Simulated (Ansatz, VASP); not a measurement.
## CuO: VASP beside Ansatz

INCAR

```
SYSTEM = CuO
  ALGO = Normal
  EDIFF = 1E-7
  ENCUT = 520
  GGA = PS
  ISIF = 2
  ISMEAR = -1
  LASPH = .True.
  LCHARG = .False.
  LDAU = .True.
  LDAUJ = 0 0
  LDAUL = 2 -1
  LDAUPRINT = 1
  LDAUTYPE = 2
  LDAUU = 4.5 0
  LMAXMIX = 4
  LREAL = .False.
  LWAVE = .False.
  NBANDS = 34
  NELM = 150
  PREC = Accurate
  SIGMA = 0.05
```

Contents of KPOINTS:

```
k-points
0
Gamma
  7 7 7
  0 0 0
```

File POSCAR:

```
CuO
1.0
    4.1609370000      0.0000000000      0.0000000000
    0.0000000000      4.1609370000      0.0000000000
    0.0000000000      0.0000000000      3.8876430000
Cu O
3 3
Direct
    0.5000000000      0.0000000000      0.5000000000
    0.0000000000      0.5000000000      0.5000000000
    0.0000000000      0.0000000000      0.0000000000
    0.0000000000      0.0000000000      0.5000000000
    0.5000000000      0.0000000000      0.0000000000
    0.0000000000      0.5000000000      0.0000000000
```

input.yaml

```yaml
crystal:
  lattice:
    - [4.160937, 0.0, 0.0]
    - [0.0, 4.160937, 0.0]
    - [0.0, 0.0, 3.887643]
  atoms:
    - { symbol: Cu, position: [0.5, 0.0, 0.5] }
    - { symbol: Cu, position: [0.0, 0.5, 0.5] }
    - { symbol: Cu, position: [0.0, 0.0, 0.0] }
    - { symbol: O, position: [0.0, 0.0, 0.5] }
    - { symbol: O, position: [0.5, 0.0, 0.0] }
    - { symbol: O, position: [0.0, 0.5, 0.0] }
hamiltonian:
  xc: pbesol
  pseudopotentials: { kind: paw }
  hubbard: { sites: [{ species: Cu, l: d, u_eff: 4.5 }] }
kpoints:
  mp_grid: { grid: [7, 7, 7] }
  band_path:
    path:
      - [[0.0, 0.0, 0.0], [0.0, 0.5, 0.0], [0.5, 0.5, 0.0], [0.0, 0.0, 0.0], [0.0, 0.0, 0.5], [0.0, 0.5, 0.5], [0.5, 0.5, 0.5], [0.0, 0.0, 0.5]]
      - [[0.0, 0.5, 0.0], [0.0, 0.5, 0.5]]
      - [[0.5, 0.5, 0.0], [0.5, 0.5, 0.5]]
    npoints: 14
scf:
  occupations: { method: fermi_dirac, width: 0.05 }
  n_extra_bands: 15
output:
  forces: true
  stress: true
  eigenvalues: true
  fatbands: false
  write_density: true
  write_potential: true
  elf: true
  volumetric_format: npy
```

Alike in both runs: functional PBEsol; k mesh 7 × 7 × 7; occupations fermi-dirac, width 0.05 eV; no spin polarisation; Hubbard terms Cu d U = 4.5 eV.

|  | VASP | Ansatz |
| --- | --- | --- |
| version | VASP 6.6.1 | Ansatz 0.2.0 |
| potentials or method | VASP PAW PBE potentials, release 64 (Cu, O) | Ansatz PAW |
| plane-wave cutoff (eV) | 520 | 420 |
| valence electrons in the cell | 51 | 75 |
| task | single point | band structure |

```csv
,VASP,Ansatz,Ansatz less VASP
gap on the k mesh at the Fermi level (eV),none,none,-
pressure (GPa),-7.7,-3.0,+4.72
"traceless stress, the component that is largest in VASP (GPa)",-3.40,-0.18,+3.227
```

VASP's potentials were made for PBE, not for PBEsol. The programs project onto different local orbitals, so the same U acts differently, and such runs can settle in different states. A gap of «none» marks a metal or a gap that the smearing closes. VASP's potentials hold 51 valence electrons a cell and Ansatz's 75, so a difference there can come from the potentials and not from the codes.
